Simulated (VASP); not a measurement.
Here is a VASP 6.6.1 calculation.

File POSCAR:

```
Rh
1.0
    0.0000000000      1.8625076022      1.8625076022
    1.8625076022      0.0000000000      1.8625076022
    1.8625076022      1.8625076022      0.0000000000
Rh
1
Direct
    0.0000000000      0.0000000000      0.0000000000
```

Contents of INCAR.step1:

```
PREC = Accurate
ENCUT = 520
EDIFF = 1E-5
ISMEAR = -1
SIGMA = 0.1
LREAL = False
LASPH = True
NELM = 80
ALGO = Normal
ISIF = 2
LWAVE = True
LCHARG = False
GGA = PE
NBANDS = 14
```

INCAR.step2

```
PREC = Accurate
ENCUT = 520
EDIFF = 1E-6
ISMEAR = -1
SIGMA = 0.1
LREAL = False
LASPH = True
NELM = 80
ALGO = Normal
ISIF = 2
LWAVE = False
LCHARG = False
GGA = PE
LHFCALC = True
HFSCREEN = 0.2079
PRECFOCK = Normal
ISTART = 1
NBANDS = 14
```

File KPOINTS:

```
Automatic mesh
0
Gamma
  6 6 6
```

Potentials or basis: VASP PAW PBE potentials, release 64 (Rh_pv).

Launch:

```bash
$ cat potpaw_PBE.64/Rh_pv/POTCAR > POTCAR
$ cp INCAR.step1 INCAR
$ mpirun -np 1 vasp_std > vasp.out
$ cp INCAR.step2 INCAR
$ mpirun -np 1 vasp_std > vasp.out
```

(1) Predict the band gap on the k mesh.

(2) Estimate the pressure.

Results:

(1) zero (an odd number of electrons rules out a gap without spin polarisation).

(2) 16.7 GPa.

Caveat: the k points lie up to 0.49 Å⁻¹ apart, too coarse for converged energies and pressures of a metal; the PAW data sets were made with another functional, which shifts forces and pressure a little.
